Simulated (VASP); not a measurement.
# Rh (P6_3/mmc) in VASP: single point with LDA

Aim: the single point of Rh with LDA.

All numbers are computed with VASP 6.6.1; they aren't measurements. Logs are shortened: lines on timing, memory, paths and dates and some standing lists are left out, and cuts for length are marked.

### Step 1. The cell of the first run

The structure is hexagonal, space group P6_3/mmc (No. 194). The conventional cell has a = 2.731 Å, b = 2.731 Å, c = 4.428 Å, α = 90.00°, β = 90.00°, γ = 120.00°. Rh (site symmetry -6m2) has 12 Rh at 2.72 to 2.73 Å within 3.6 Å.

### Step 2. Single point, LDA

The input, INCAR:

```
PREC = Accurate
ENCUT = 500
EDIFF = 1E-6
ISMEAR = 0
SIGMA = 0.1
LREAL = F
LASPH = T
NELM = 120
ALGO = Normal
ISIF = 2
LWAVE = F
LCHARG = F
GGA = CA
NBANDS = 22
GGA_COMPAT = F
```

The input, KPOINTS:

```
Automatic mesh
0
Gamma
  6 6 4
```

The input, POSCAR:

```
Rh
1.0
    2.7309790422      0.0000000000      0.0000000000
   -1.3654895211      2.3650972278      0.0000000000
    0.0000000000      0.0000000000      4.4284890000
Rh
2
Direct
    0.6666666700      0.3333333300      0.7500000000
    0.3333333300      0.6666666700      0.2500000000
```

Potentials or basis: VASP PAW LDA potentials, release 64 (Rh_pv).

On the command line:

```console
cat potpaw_LDA.64/Rh_pv/POTCAR > POTCAR
mpirun -np 1 vasp_std > vasp.out
```

OUTCAR:

```text
PREC = Accurate
   ENCUT = 500
   EDIFF = 1E-6
   ISMEAR = 0
   LREAL = F
   LASPH = T
   NELM = 120
   ISIF = 2
   GGA = CA

 ion  position               nearest neighbor table
   1  0.667  0.333  0.750-   2 2.72   2 2.72   2 2.72   2 2.72   2 2.72   2 2.72
   2  0.333  0.667  0.250-   1 2.72   1 2.72   1 2.72   1 2.72   1 2.72   1 2.72

  LATTYP: Found a hexagonal cell.
 ALAT       =     2.7309790422
 C/A-ratio  =     1.6215756077

  Lattice vectors:

 A1 = (   2.7309790422,   0.0000000000,   0.0000000000)
 A2 = (  -1.3654895211,   2.3650972278,   0.0000000000)
 A3 = (   0.0000000000,   0.0000000000,   4.4284890000)

Analysis of symmetry for initial positions (statically):
=====================================================================
 Subroutine PRICEL returns:
 Original cell was already a primitive cell.

 Routine SETGRP: Setting up the symmetry group for a
 hexagonal supercell.

 Subroutine GETGRP returns: Found 24 space group operations
 (whereof 12 operations were pure point group operations)
 out of a pool of 24 trial point group operations.

The static configuration has the point symmetry D_3d.
 The point group associated with its full space group is D_6h.

Analysis of symmetry for dynamics (positions and initial velocities):
=====================================================================
 Subroutine PRICEL returns:
 Original cell was already a primitive cell.

 Routine SETGRP: Setting up the symmetry group for a
 hexagonal supercell.

 Subroutine GETGRP returns: Found 24 space group operations
 (whereof 12 operations were pure point group operations)
 out of a pool of 24 trial point group operations.

The dynamic configuration has the point symmetry D_3d.
 The point group associated with its full space group is D_6h.

 Subroutine INISYM returns: Found 24 space group operations
 (whereof 12 operations are pure point group operations),
 and found     1 'primitive' translations

----------------------------------------------------------------------------------------

                                     Primitive cell

  volume of cell :      28.6037

  direct lattice vectors                    reciprocal lattice vectors
     2.730979042  0.000000000  0.000000000     0.366169049  0.211407799  0.000000000
    -1.365489521  2.365097228  0.000000000     0.000000000  0.422815599  0.000000000
     0.000000000  0.000000000  4.428489000     0.000000000  0.000000000  0.225810655

  length of vectors
     2.730979042  2.730979042  4.428489000     0.422815599  0.422815599  0.225810655

  position of ions in fractional coordinates (direct lattice)
     0.666666670  0.333333330  0.750000000
     0.333333330  0.666666670  0.250000000

  ion indices of the primitive-cell ions
   primitive index   ion index
                 1           1
                 2           2

----------------------------------------------------------------------------------------

 KPOINTS: Automatic mesh

Automatic generation of k-mesh.
 Grid dimensions read from file:
 generate k-points for:    6    6    4

 Generating k-lattice:

  Cartesian coordinates                     Fractional coordinates (reciprocal lattice)
     0.061028175  0.035234633  0.000000000     0.166666667  0.000000000  0.000000000
     0.000000000  0.070469266  0.000000000     0.000000000  0.166666667  0.000000000
     0.000000000  0.000000000  0.056452664     0.000000000  0.000000000  0.250000000

  Length of vectors
     0.070469266  0.070469266  0.056452664

  Shift w.r.t. Gamma in fractional coordinates (k-lattice)
     0.000000000  0.000000000  0.000000000

 Subroutine IBZKPT returns following result:
 ===========================================

 Found     21 irreducible k-points:

 Following reciprocal coordinates:
            Coordinates               Weight
  0.000000  0.000000  0.000000      1.000000
  0.166667  0.000000  0.000000      6.000000
  0.333333  0.000000  0.000000      6.000000
  0.500000  0.000000  0.000000      3.000000
  0.166667  0.166667  0.000000      6.000000
  0.333333  0.166667  0.000000     12.000000
[... 13 lines left out ...]
  0.333333  0.166667  0.500000     12.000000
  0.333333  0.333333  0.500000      2.000000
   k-points           NKPTS =     21   k-points in BZ     NKDIM =     21   number of bands    NBANDS=     22
   number of dos      NEDOS =    301   number of ions     NIONS =      2
   total plane-waves  NPLWV =  12800
   dimension x,y,z NGX =    20 NGY =   20 NGZ =   32
   dimension x,y,z NGXF=    40 NGYF=   40 NGZF=   64
   ions per type =               2
   NGX,Y,Z   is equivalent  to a cutoff of  12.17, 12.17, 12.01 a.u.
   NGXF,Y,Z  is equivalent  to a cutoff of  24.35, 24.35, 24.03 a.u.
 SYSTEM =  unknown system
   PREC   = accura    normal or accurate (medium, high low for compatibility)
   ISTART =      0    job   : 0-new  1-cont  2-samecut
   ICHARG =      2    charge: 1-file 2-atom 10-const
   ISPIN  =      1    spin polarized calculation?
   LNONCOLLINEAR =      F non collinear calculations
   LSORBIT =      F    spin-orbit coupling
   LASPH  =      T    aspherical Exc in radial PAW
   ENCUT  =  500.0 eV  36.75 Ry    6.06 a.u.   4.98  4.98  8.07*2*pi/ulx,y,z
   NELM   =    120;   NELMIN=  2; NELMDL= -5     # of ELM steps
   EDIFF  = 0.1E-05   stopping-criterion for ELM
   LREAL  =      F    real-space projection
   EDIFFG = 0.1E-04   stopping-criterion for IOM
   NSW    =      0    number of steps for IOM
   IBRION =     -1    ionic relax: 0-MD 1-quasi-New 2-CG
   NFREE  =      0    steps in history (QN), initial steepest desc. (CG)
   ISIF   =      2    stress and relaxation
   ISYM   =      2    0-nonsym 1-usesym 2-fastsym
   POTIM  = 0.5000    time-step for ionic-motion
   TEBEG  =    0.0;   TEEND  =   0.0 temperature during run
   PSTRESS=    0.0 pullay stress
   NELECT =      30.0000    total number of electrons
   NUPDOWN=      -1.0000    fix difference up-down
   EMIN   =  10.00;   EMAX   =-10.00  energy-range for DOS
   EFERMI =   0.00;   METHOD = LEGACY
   ISMEAR =     0;   SIGMA  =   0.10  broadening in eV -4-tet -1-fermi 0-gaus
   EFERMI_NEDOS =   21; number of points for ismear=-14 and -15
   IALGO  =     38    algorithm
   IMIX   =      4    mixing-type and parameters
     AMIX     =   0.40;   BMIX     =  1.00
     AMIX_MAG =   1.60;   BMIX_MAG =  1.00
  volume/ion in A,a.u.               =      14.30        96.51
  Fermi-wavevector in a.u.,A,eV,Ry     =   1.663314  3.143208 37.642066  2.766614
  Thomas-Fermi vector in A             =   2.750053
   LORBIT       =      0    0 simple, 1 ext, 2 COOP (PROOUT), +10 PAW based schemes
   GGA     = CA    functional components
   LHFCALC =     F    Hartree Fock is set to
   AEXX    =    0.0000 exact exchange contribution
   IVDW    =     0    specifies the selected vdW correction
   LEPSILON=     F    determine dielectric tensor
   LRPA    =     F    only Hartree local field effects (RPA)
 non-spin polarized calculation
 Gauss-broadening in eV      SIGMA  =   0.10
  energy-cutoff  :      500.00
  volume of cell :       28.60
 maximum number of plane-waves:       756
 NGX is ok and might be reduce to    20
   NGX =  9   NGY =  9   NGZ = 17

 number of electron      30.0000011 magnetization

 Free energy of the ion-electron system (eV)
  ---------------------------------------------------
  ext. energy  EPLUGINS =         0.00000000
  ---------------------------------------------------
  free energy    TOTEN  =       -17.14061558 eV

  energy without entropy =      -17.12761773  energy(sigma->0) =      -17.13411666

 E-fermi :  10.9729     XC(G=0): -14.1009

 val. band max:       10.9671897589   @ k =   0.1667   0.1667   0.0000
 cond. band min:      10.9901660135   @ k =   0.3333   0.3333   0.0000
 fundamental gap:      0.0229762546
 Fermi energy:        10.9728921526

 k-point     1 :       0.0000    0.0000    0.0000
  band No.  band energies     occupation
      1     -35.7891      2.00000
      2     -35.1667      2.00000
      3     -35.1667      2.00000
      4     -35.1272      2.00000
      5     -35.0721      2.00000
      6     -35.0721      2.00000
[... 14 lines left out ...]
     21      29.0674      0.00000
     22      29.7067      0.00000

 k-point     2 :       0.1667    0.0000    0.0000
  band No.  band energies     occupation
      1     -35.7341      2.00000
      2     -35.2882      2.00000
      3     -35.2054      2.00000
      4     -35.1968      2.00000
      5     -35.1510      2.00000
      6     -35.0924      2.00000
[... 14 lines left out ...]
     21      29.4868      0.00000
     22      29.7384      0.00000

 k-point     3 :       0.3333    0.0000    0.0000
  band No.  band energies     occupation
      1     -35.6010      2.00000
      2     -35.5319      2.00000
      3     -35.4357      2.00000
      4     -35.2786      2.00000
      5     -35.2213      2.00000
      6     -35.1362      2.00000
[... 14 lines left out ...]
     21      25.7513      0.00000
     22      26.8395      0.00000

 k-point     4 :       0.5000    0.0000    0.0000
  band No.  band energies     occupation
      1     -35.6537      2.00000
      2     -35.5507      2.00000
      3     -35.5029      2.00000
      4     -35.3139      2.00000
      5     -35.2879      2.00000
      6     -35.1590      2.00000
[... 14 lines left out ...]
     21      23.8734      0.00000
     22      24.7721      0.00000

 k-point     5 :       0.1667    0.1667    0.0000
  band No.  band energies     occupation
      1     -35.6389      2.00000
      2     -35.4218      2.00000
      3     -35.4050      2.00000
      4     -35.2483      2.00000
      5     -35.1991      2.00000
      6     -35.1599      2.00000
[... 342 lines left out ...]
 k-point    19 :       0.1667    0.1667    0.5000
  band No.  band energies     occupation
      1     -35.5525      2.00000
      2     -35.5525      2.00000
      3     -35.2838      2.00000
      4     -35.2838      2.00000
      5     -35.2010      2.00000
      6     -35.2010      2.00000
[... 14 lines left out ...]
     21      26.6688      0.00000
     22      26.6688      0.00000

 k-point    20 :       0.3333    0.1667    0.5000
  band No.  band energies     occupation
      1     -35.6524      2.00000
      2     -35.6524      2.00000
      3     -35.3519      2.00000
      4     -35.3519      2.00000
      5     -35.2299      2.00000
      6     -35.2299      2.00000
[... 14 lines left out ...]
     21      24.7894      0.00000
     22      24.7894      0.00000

 k-point    21 :       0.3333    0.3333    0.5000
  band No.  band energies     occupation
      1     -35.6157      2.00000
      2     -35.6157      2.00000
      3     -35.4574      2.00000
      4     -35.4574      2.00000
      5     -35.2282      2.00000
      6     -35.2282      2.00000
[... 14 lines left out ...]
     21      20.9844      0.00000
     22      20.9844      0.00000

------------------------ aborting loop because EDIFF is reached ----------------------------------------

  FORCE on cell =-STRESS in cart. coord.  units (eV):
  Direction    XX          YY          ZZ          XY          YZ          ZX
  --------------------------------------------------------------------------------------
  -------------------------------------------------------------------------------------
  Total       -2.9995709     -2.9995709     -3.9834295     -0.0000000     -0.0000000      0.0000000
  in kB     -168.0145051   -168.0145051   -223.1232261     -0.0000000     -0.0000000      0.0000000
  external PRESSURE =    -186.3840788 kB  Pullay stress =       0.0000000 kB

 VOLUME and BASIS-vectors are now :
 -----------------------------------------------------------------------------
  energy-cutoff  :      500.00
  volume of cell :       28.60
      direct lattice vectors                 reciprocal lattice vectors
     2.730979042  0.000000000  0.000000000     0.366169049  0.211407799  0.000000000
    -1.365489521  2.365097228  0.000000000     0.000000000  0.422815599  0.000000000
     0.000000000  0.000000000  4.428489000     0.000000000  0.000000000  0.225810655

 POSITION                                       TOTAL-FORCE (eV/Angst)
 -----------------------------------------------------------------------------------
      1.36549      0.78837      3.32137        -0.000000      0.000000      0.000000
     -0.00000      1.57673      1.10712         0.000000     -0.000000      0.000000
 -----------------------------------------------------------------------------------
    total drift:                               -0.000005      0.000003     -0.000000

  FREE ENERGIE OF THE ION-ELECTRON SYSTEM (eV)
  ---------------------------------------------------
  free  energy   TOTEN  =       -17.1406155843 eV

  energy  without entropy=      -17.1276177346  energy(sigma->0) =      -17.13411666
```

Wall time 16 s (1 thread of Intel Xeon 8259CL, shared host); peak memory 0.13 GiB.

What came out:

| Quantity | Value |
| --- | --- |
| Free energy | -17.1406 eV |
| Pressure | -18.6 GPa |
| Band gap on the k mesh | zero (band 15 reaches 11.69 eV, above the bottom of band 16 at 9.38 eV) |

Stress tensor (GPa, compression positive):
```
-16.80   0.00   0.00
  0.00 -16.80   0.00
  0.00   0.00 -22.31
```

Caveat: the k points lie up to 0.44 Å⁻¹ apart.
